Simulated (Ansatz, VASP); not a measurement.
# One calculation of Sn, two programs

```
CELL_PARAMETERS angstrom
-2.91585 2.91585 1.55884
2.91585 -2.91585 1.55884
2.91585 2.91585 -1.55884
ATOMIC_POSITIONS crystal
Sn 0.00000 0.00000 0.00000
Sn 0.75000 0.25000 0.50000
```

Change from the starting cell: zz strain of -2 %, crystal datasets.

Alike in both runs: task electric field gradients; functional PBE; k mesh 15 × 15 × 15; occupations fermi-dirac, width 0.05 eV; no spin polarisation.

|  | VASP | Ansatz |
| --- | --- | --- |
| version | VASP 6.6.1 | Ansatz 0.2.0 |
| potentials or method | VASP PAW PBE potentials, release 64 (Sn_d), cutoff 520 eV | all-electron PAW with datasets made for the crystal, scalar-relativistic |

VASP gave:

| Quantity | Value |
| --- | --- |
| pressure (GPa) | 3.9 |
| traceless stress, the component that is largest in VASP (GPa) | 0.13 |
| size of Vzz on the site where it differs most (V/Å²) | 36.1 |

Problem. Estimate Ansatz's values.

Solution. Pressure (GPa): 3.9; traceless stress, the component that is largest in VASP (GPa): 0.13; size of Vzz on the site where it differs most (V/Å²): 38.1.

Ansatz ran all-electron here, and VASP with PAW potentials.
